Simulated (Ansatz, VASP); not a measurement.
Nb in VASP and in Ansatz

Contents of INCAR:

```
SYSTEM = Nb
PREC = Accurate
ENCUT = 520
EDIFF = 1E-6
ISMEAR = -1
SIGMA = 0.1
LREAL = .False.
LASPH = .True.
NELM = 100
ALGO = Normal
ISIF = 2
LWAVE = .False.
LCHARG = .False.
GGA = RP
NBANDS = 12
```

File KPOINTS:

```
Automatic mesh
0
Gamma
  22 22 22
  0 0 0
```

File POSCAR:

```
Nb
1.0
   -1.7076360727      1.7076360727      1.7076360727
    1.7076360727     -1.7076360727      1.7076360727
    1.7076360727      1.7076360727     -1.7076360727
Nb
1
Direct
    0.0000000000      0.0000000000      0.0000000000
```

Input for Ansatz:

```yaml
crystal:
  lattice:
    - [-1.7076360727, 1.7076360727, 1.7076360727]
    - [1.7076360727, -1.7076360727, 1.7076360727]
    - [1.7076360727, 1.7076360727, -1.7076360727]
  atoms:
    - { symbol: Nb, position: [0.0, 0.0, 0.0] }
hamiltonian:
  xc: rpbe
  pseudopotentials:
    kind: paw
    azcp:
      Nb: "pseudopotentials/Nb.paw.azcp"
basis:
  ecutwfc: 420
  fft_grid_basis: typed
kpoints:
  mp_grid: { grid: [22, 22, 22], shift: [0, 0, 0] }
magnetization:
  spin_polarized: false
scf:
  occupations: { method: fermi_dirac, width: 0.1 }
output:
  stress: true
```

Alike in both runs: task single point; functional RPBE; k mesh 22 × 22 × 22; occupations fermi-dirac, width 0.1 eV; no spin polarisation.

```csv
,VASP,Ansatz
version,VASP 6.6.1,Ansatz 0.2.0
potentials or method,"VASP PAW PBE potentials, release 64 (Nb_sv), cutoff 520 eV","plane waves (420 eV) with PAW, scalar-relativistic"
valence electrons in the cell,13,13
```

|  | VASP | Ansatz | Ansatz less VASP |
| --- | --- | --- | --- |
| pressure (GPa) | -10.9 | -10.6 | +0.27 |

VASP's potentials were made for PBE, not for RPBE.
